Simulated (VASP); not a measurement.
# Pd (Im-3m) in VASP: single point with PBE

Aim: the single point of Pd with PBE.

Everything below comes from runs of VASP 6.6.1. Logs are shortened: lines on timing, memory, paths and dates and some standing lists are left out, and cuts for length are marked.

## Step 1: The cell of the first run

It takes space group Im-3m (No. 229, cubic). The conventional cell has a = 3.142 Å, b = 3.142 Å, c = 3.142 Å, α = 90.00°, β = 90.00°, γ = 90.00°. Within 3.6 Å of Pd (site symmetry m-3m) lie 14 Pd at 2.72 to 3.14 Å.

## Step 2: Single point, PBE

INCAR reads:

```
SYSTEM = Pd
ALGO     = Normal         ! electronic algorithm
EDIFF    = 1E-7           ! SCF threshold, eV
ENCUT    = 520            ! plane-wave cutoff, eV
GGA      = PE             ! functional
ISIF     = 2              ! what is computed and relaxed
ISMEAR   = -1             ! smearing method
LASPH    = .TRUE.         ! aspherical terms in the spheres
LCHARG   = .FALSE.        ! write CHGCAR
LREAL    = .FALSE.        ! projectors in reciprocal space
LWAVE    = .FALSE.        ! write WAVECAR
NBANDS   = 11             ! bands
NELM     = 60             ! most SCF steps
PREC     = Accurate       ! precision mode
SIGMA    = 0.13605693000000002 ! smearing width, eV
```

KPOINTS reads:

```
k-points
0
G
  15 15 15
  0 0 0
```

POSCAR reads:

```
Pd
1.0
   -1.5711293212      1.5711293212      1.5711293212
    1.5711293212     -1.5711293212      1.5711293212
    1.5711293212      1.5711293212     -1.5711293212
Pd
1
Direct
    0.0000000000      0.0000000000      0.0000000000
```

Potentials or basis: VASP PAW PBE potentials, release 64 (Pd).

Started as:

```sh
$ cat potpaw_PBE.64/Pd/POTCAR > POTCAR
$ mpirun -np 1 vasp_std > vasp.out
```

OUTCAR:

```text
SYSTEM = Pd
   EDIFF = 1E-7
   ENCUT = 520
   GGA = PE
   ISIF = 2
   ISMEAR = -1
   LASPH = .TRUE.
   LREAL = .FALSE.
   NELM = 60
   PREC = Accurate

 ion  position               nearest neighbor table
   1  0.000  0.000  0.000-

  LATTYP: Found a body centered cubic cell.
 ALAT       =     3.1422586424

  Lattice vectors:

 A1 = (  -1.5711293212,   1.5711293212,   1.5711293212)
 A2 = (   1.5711293212,  -1.5711293212,   1.5711293212)
 A3 = (   1.5711293212,   1.5711293212,  -1.5711293212)

Analysis of symmetry for initial positions (statically):
=====================================================================
 Subroutine PRICEL returns:
 Original cell was already a primitive cell.

 Routine SETGRP: Setting up the symmetry group for a
 body centered cubic supercell.

 Subroutine GETGRP returns: Found 48 space group operations
 (whereof 48 operations were pure point group operations)
 out of a pool of 48 trial point group operations.

The static configuration has the point symmetry O_h .

Analysis of symmetry for dynamics (positions and initial velocities):
=====================================================================
 Subroutine PRICEL returns:
 Original cell was already a primitive cell.

 Routine SETGRP: Setting up the symmetry group for a
 body centered cubic supercell.

 Subroutine GETGRP returns: Found 48 space group operations
 (whereof 48 operations were pure point group operations)
 out of a pool of 48 trial point group operations.

The dynamic configuration has the point symmetry O_h .

 Subroutine INISYM returns: Found 48 space group operations
 (whereof 48 operations are pure point group operations),
 and found     1 'primitive' translations

----------------------------------------------------------------------------------------

                                     Primitive cell

  volume of cell :      15.5130

  direct lattice vectors                    reciprocal lattice vectors
    -1.571129321  1.571129321  1.571129321     0.000000000  0.318242422  0.318242422
     1.571129321 -1.571129321  1.571129321     0.318242422  0.000000000  0.318242422
     1.571129321  1.571129321 -1.571129321     0.318242422  0.318242422  0.000000000

  length of vectors
     2.721275810  2.721275810  2.721275810     0.450062749  0.450062749  0.450062749

  position of ions in fractional coordinates (direct lattice)
     0.000000000  0.000000000  0.000000000

  ion indices of the primitive-cell ions
   primitive index   ion index
                 1           1

----------------------------------------------------------------------------------------

 KPOINTS: k-points

Automatic generation of k-mesh.
 Grid dimensions read from file:
 generate k-points for:   15   15   15

 Generating k-lattice:

  Cartesian coordinates                     Fractional coordinates (reciprocal lattice)
     0.000000000  0.021216161  0.021216161     0.066666667  0.000000000  0.000000000
     0.021216161  0.000000000  0.021216161     0.000000000  0.066666667  0.000000000
     0.021216161  0.021216161  0.000000000     0.000000000  0.000000000  0.066666667

  Length of vectors
     0.030004183  0.030004183  0.030004183

  Shift w.r.t. Gamma in fractional coordinates (k-lattice)
     0.000000000  0.000000000  0.000000000

 Subroutine IBZKPT returns following result:
 ===========================================

 Found    120 irreducible k-points:

 Following reciprocal coordinates:
            Coordinates               Weight
  0.000000  0.000000  0.000000      1.000000
  0.066667  0.000000  0.000000     12.000000
  0.133333  0.000000  0.000000     12.000000
  0.200000  0.000000  0.000000     12.000000
  0.266667  0.000000  0.000000     12.000000
  0.333333  0.000000  0.000000     12.000000
[... 16 lines left out ...]
  0.333333  0.200000 -0.000000     48.000000
  0.400000  0.200000 -0.000000     24.000000
 [... further k-points ...]
   k-points           NKPTS =    120   k-points in BZ     NKDIM =    120   number of bands    NBANDS=     11
   number of dos      NEDOS =    301   number of ions     NIONS =      1
   total plane-waves  NPLWV =   8000
   dimension x,y,z NGX =    20 NGY =   20 NGZ =   20
   dimension x,y,z NGXF=    40 NGYF=   40 NGZF=   40
   ions per type =               1
   NGX,Y,Z   is equivalent  to a cutoff of  12.22, 12.22, 12.22 a.u.
   NGXF,Y,Z  is equivalent  to a cutoff of  24.44, 24.44, 24.44 a.u.
 SYSTEM =  Pd
   PREC   = accura    normal or accurate (medium, high low for compatibility)
   ISTART =      0    job   : 0-new  1-cont  2-samecut
   ICHARG =      2    charge: 1-file 2-atom 10-const
   ISPIN  =      1    spin polarized calculation?
   LNONCOLLINEAR =      F non collinear calculations
   LSORBIT =      F    spin-orbit coupling
   LASPH  =      T    aspherical Exc in radial PAW
   ENCUT  =  520.0 eV  38.22 Ry    6.18 a.u.   5.06  5.06  5.06*2*pi/ulx,y,z
   NELM   =     60;   NELMIN=  2; NELMDL= -5     # of ELM steps
   EDIFF  = 0.1E-06   stopping-criterion for ELM
   LREAL  =      F    real-space projection
   EDIFFG = 0.1E-05   stopping-criterion for IOM
   NSW    =      0    number of steps for IOM
   IBRION =     -1    ionic relax: 0-MD 1-quasi-New 2-CG
   NFREE  =      0    steps in history (QN), initial steepest desc. (CG)
   ISIF   =      2    stress and relaxation
   ISYM   =      2    0-nonsym 1-usesym 2-fastsym
   POTIM  = 0.5000    time-step for ionic-motion
   TEBEG  =    0.0;   TEEND  =   0.0 temperature during run
   PSTRESS=    0.0 pullay stress
   NELECT =      10.0000    total number of electrons
   NUPDOWN=      -1.0000    fix difference up-down
   EMIN   =  10.00;   EMAX   =-10.00  energy-range for DOS
   EFERMI =   0.00;   METHOD = LEGACY
   ISMEAR =    -1;   SIGMA  =   0.14  broadening in eV -4-tet -1-fermi 0-gaus
   EFERMI_NEDOS =   21; number of points for ismear=-14 and -15
   IALGO  =     38    algorithm
   IMIX   =      4    mixing-type and parameters
     AMIX     =   0.40;   BMIX     =  1.00
     AMIX_MAG =   1.60;   BMIX_MAG =  1.00
  volume/ion in A,a.u.               =      15.51       104.69
  Fermi-wavevector in a.u.,A,eV,Ry     =   1.414196  2.672443 27.210971  1.999950
  Thomas-Fermi vector in A             =   2.535763
   LORBIT       =      0    0 simple, 1 ext, 2 COOP (PROOUT), +10 PAW based schemes
   GGA     = PE    functional components
   LHFCALC =     F    Hartree Fock is set to
   AEXX    =    0.0000 exact exchange contribution
   IVDW    =     0    specifies the selected vdW correction
   LEPSILON=     F    determine dielectric tensor
   LRPA    =     F    only Hartree local field effects (RPA)
 non-spin polarized calculation
  energy-cutoff  :      520.00
  volume of cell :       15.51
 maximum number of plane-waves:       430
   NGX = 11   NGY = 11   NGZ = 11

 number of electron      10.0000005 magnetization

 Free energy of the ion-electron system (eV)
  ---------------------------------------------------
  ext. energy  EPLUGINS =         0.00000000
  ---------------------------------------------------
  free energy    TOTEN  =        -5.21506182 eV

  energy without entropy =       -5.13658471  energy(sigma->0) =       -5.17582327

 E-fermi :   8.9696     XC(G=0): -12.8671

 val. band max:        8.9688000622   @ k =  -0.4000  -0.4667   0.1333
 cond. band min:       9.0103165641   @ k =  -0.4000   0.4667   0.2667
 fundamental gap:      0.0415165019
 Fermi energy:         8.9696447852

 k-point     1 :       0.0000    0.0000    0.0000
  band No.  band energies     occupation
      1       2.2077      2.00000
      2       6.2213      2.00000
      3       6.2213      2.00000
      4       6.2213      2.00000
      5       8.0674      1.99737
      6       8.0674      1.99737
      7      28.2322      0.00000
      8      28.2322      0.00000
      9      28.2322      0.00000
     10      36.1252      0.00000
     11      36.2720      0.00000

 k-point     2 :       0.0667    0.0000    0.0000
  band No.  band energies     occupation
      1       2.3712      2.00000
      2       6.1679      2.00000
      3       6.2239      2.00000
      4       6.3345      2.00000
      5       8.0053      1.99833
      6       8.0714      1.99729
      7      28.1001      0.00000
      8      28.2483      0.00000
      9      28.4209      0.00000
     10      34.7211      0.00000
     11      35.2910      0.00000

 k-point     3 :       0.1333    0.0000    0.0000
  band No.  band energies     occupation
      1       2.8357      2.00000
      2       6.0199      2.00000
      3       6.2284      2.00000
      4       6.6642      2.00000
      5       7.8696      1.99938
      6       8.0851      1.99700
      7      27.4289      0.00000
      8      28.0921      0.00000
      9      28.9566      0.00000
     10      33.4497      0.00000
     11      33.8150      0.00000

 k-point     4 :       0.2000    0.0000    0.0000
  band No.  band energies     occupation
      1       3.4924      2.00000
      2       5.8094      2.00000
      3       6.2806      2.00000
      4       7.1801      2.00000
      5       7.7712      1.99970
      6       8.1119      1.99635
      7      25.7782      0.00000
      8      27.3854      0.00000
      9      29.7522      0.00000
     10      32.5995      0.00000
     11      33.0330      0.00000

 k-point     5 :       0.2667    0.0000    0.0000
  band No.  band energies     occupation
      1       4.0480      2.00000
      2       5.5780      2.00000
      3       6.6407      2.00000
      4       7.7796      1.99968
      5       7.8258      1.99955
      6       8.1529      1.99507
      7      23.4003      0.00000
      8      26.2934      0.00000
      9      30.4825      0.00000
     10      30.6718      0.00000
     11      32.9871      0.00000
[... 211 lines left out ...]
 k-point    21 :       0.2000    0.2000    0.0000
  band No.  band energies     occupation
      1       4.7550      2.00000
      2       5.6250      2.00000
      3       6.0873      2.00000
      4       7.6809      1.99985
      5       8.3321      1.98172
      6       9.7329      0.00730
      7      22.3083      0.00000
      8      22.8405      0.00000
      9      27.2385      0.00000
     10      30.7611      0.00000
     11      34.7824      0.00000

 k-point    22 :       0.2667    0.2000    0.0000
  band No.  band energies     occupation
      1       4.7834      2.00000
      2       5.4840      2.00000
      3       6.4859      2.00000
      4       7.8003      1.99963
      5       8.4168      1.96620
      6      11.1133      0.00000
      7      19.9940      0.00000
      8      21.7879      0.00000
      9      26.4455      0.00000
     10      31.3179      0.00000
     11      34.7780      0.00000

 k-point    23 :       0.3333    0.2000   -0.0000
  band No.  band energies     occupation
      1       4.7038      2.00000
      2       5.3948      2.00000
      3       6.8211      2.00000
      4       7.9326      1.99902
      5       8.5227      1.92784
      6      12.6330      0.00000
      7      17.7705      0.00000
      8      21.1428      0.00000
      9      25.9407      0.00000
     10      31.9390      0.00000
     11      34.3681      0.00000

 k-point    24 :       0.4000    0.2000   -0.0000
  band No.  band energies     occupation
      1       4.6635      2.00000
      2       5.3675      2.00000
      3       6.9345      2.00000
      4       7.9797      1.99862
      5       8.5903      1.88410
      6      13.6206      0.00000
      7      16.5374      0.00000
      8      20.9075      0.00000
      9      25.7665      0.00000
     10      32.2820      0.00000
     11      34.0550      0.00000

 [... further k-points ...]
[... 5 lines left out ...]
  --------------------------------------------------------------------------------------
  -------------------------------------------------------------------------------------
  Total       -0.0466624     -0.0466624     -0.0466624     -0.0000000     -0.0000000     -0.0000000
  in kB       -4.8192757     -4.8192757     -4.8192757     -0.0000000     -0.0000000     -0.0000000
  external PRESSURE =      -4.8192757 kB  Pullay stress =       0.0000000 kB

 VOLUME and BASIS-vectors are now :
 -----------------------------------------------------------------------------
  energy-cutoff  :      520.00
  volume of cell :       15.51
      direct lattice vectors                 reciprocal lattice vectors
    -1.571129321  1.571129321  1.571129321     0.000000000  0.318242422  0.318242422
     1.571129321 -1.571129321  1.571129321     0.318242422  0.000000000  0.318242422
     1.571129321  1.571129321 -1.571129321     0.318242422  0.318242422  0.000000000

 POSITION                                       TOTAL-FORCE (eV/Angst)
 -----------------------------------------------------------------------------------
      0.00000      0.00000      0.00000        -0.000000      0.000000     -0.000000
 -----------------------------------------------------------------------------------
    total drift:                                0.000000     -0.000000      0.000000

  FREE ENERGIE OF THE ION-ELECTRON SYSTEM (eV)
  ---------------------------------------------------
  free  energy   TOTEN  =        -5.2150618235 eV

  energy  without entropy=       -5.1365847119  energy(sigma->0) =       -5.17582327
```

Run time: 7.5 s. Hardware: 1 thread of Intel Xeon 6975P-C (Granite Rapids), shared host; peak memory 0.13 GiB.

What came out:

```yaml
Free_energy: -5.2151 eV
Pressure: -0.5 GPa
Band_gap_on_the_k_mesh: zero (band 5 reaches 9.46 eV, above the bottom of band 6 at 7.97 eV)
```
